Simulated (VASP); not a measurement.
Wanted: the native input for a VASP 6.6.1 run.

| Item | Value |
| --- | --- |
| Task | relaxation of cell and atoms |
| Functional | LDA |
| Potentials or basis | VASP PAW LDA potentials, release 64 (K_sv) |
| Cutoff | 600 eV |
| k mesh | 8 × 8 × 8 |
| Occupations | fermi-dirac, width 0.05 eV |
| Spin | no spin polarisation |
| Target pressure | 0.041 GPa |
| Dipole correction | no |
| Further INCAR settings | ALGO = Normal; EDIFF = 1e-07; IBRION = 2; EDIFFG = -0.005; NSW = 32; ISIF = 3 |

The structure of K lies in POSCAR:

```
K
1.0
    0.0000000000      4.5272447297      4.5272447297
    4.5272447297      0.0000000000      4.5272447297
    4.5272447297      4.5272447297      0.0000000000
K
2
Direct
   -0.1250000000     -0.1250000000     -0.1250000000
    0.1250000000      0.1250000000      0.1250000000
```

This isn't the form of K at room conditions, which is bcc.

These files were run (other wordings do the same):

INCAR

```
  PREC = Accurate
  ENCUT = 600
  EDIFF = 1E-7
  ISMEAR = -1
  SIGMA = 0.05
  LREAL = False
  LASPH = True
  NELM = 60
  ALGO = Normal
  ISIF = 3
  LWAVE = False
  LCHARG = False
  IBRION = 2
  NSW = 32
  EDIFFG = -0.005
  PSTRESS = 0.41000000000000003
```

KPOINTS

```
Automatic mesh
0
Gamma
  8 8 8
```

Potentials or basis: VASP PAW LDA potentials, release 64 (K_sv).

Launch:

```bash
$ cat potpaw_LDA.64/K_sv/POTCAR > POTCAR
$ mpirun -np 1 vasp_std > vasp.out
```

Results of the run:

```yaml
Pressure_after_relaxing: 0.0 GPa
Band_gap_on_the_k_mesh: zero (bands 9 and 10 overlap by 0.41 eV)
```

Caveat: the relaxation stopped at its first step, so nothing moved; the cell is relaxed towards a set pressure, so the run minimises the enthalpy, not the energy.

Wall time 68 s on 1 thread of Intel(R) Xeon(R) Platinum 8488C (Sapphire Rapids), with other jobs on the host, peak memory 0.32 GiB.
